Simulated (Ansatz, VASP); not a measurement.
One calculation of InBiO, two programs

```
In Bi O
1.0
     4.18223    0.00000    0.00000
     0.00000    4.18223    0.00000
     0.00000    0.00000    8.85406
In Bi O
2 2 2
Direct
  0.50000 0.00000 0.10042
  0.00000 0.50000 0.89958
  0.50000 0.00000 0.44024
  0.00000 0.50000 0.55976
  0.00000 0.00000 0.00000
  0.50000 0.50000 0.00000
```

Change from the starting cell: species swapped into the GdSF type (P4/nmm, No. 129).

Alike in both runs: functional PBE; k mesh 10 × 10 × 4; occupations gaussian, width 0.1 eV; no spin polarisation.

Ansatz relaxed the structure, and its values are those at the end. VASP's run is a single point on that final structure, the one shown.

|  | VASP | Ansatz |
| --- | --- | --- |
| version | VASP 6.6.1 | Ansatz 0.2.0 |
| potentials or method | VASP PAW PBE potentials, release 64 (In_d, Bi_d, O), cutoff 520 eV | scalar-relativistic, plane waves, PAW |
| valence electrons in the cell | 68 | 68 |

```csv
,VASP,Ansatz,Ansatz less VASP
gap on the k mesh at the Fermi level (eV),none,none,-
pressure (GPa),0.0,0.0,-0.04
rms of the force components (eV/Å),0.012,0.003,-0.0088
```

A gap of «none» marks a metal or a gap that the smearing closes.

Neither program's run includes spin-orbit coupling.
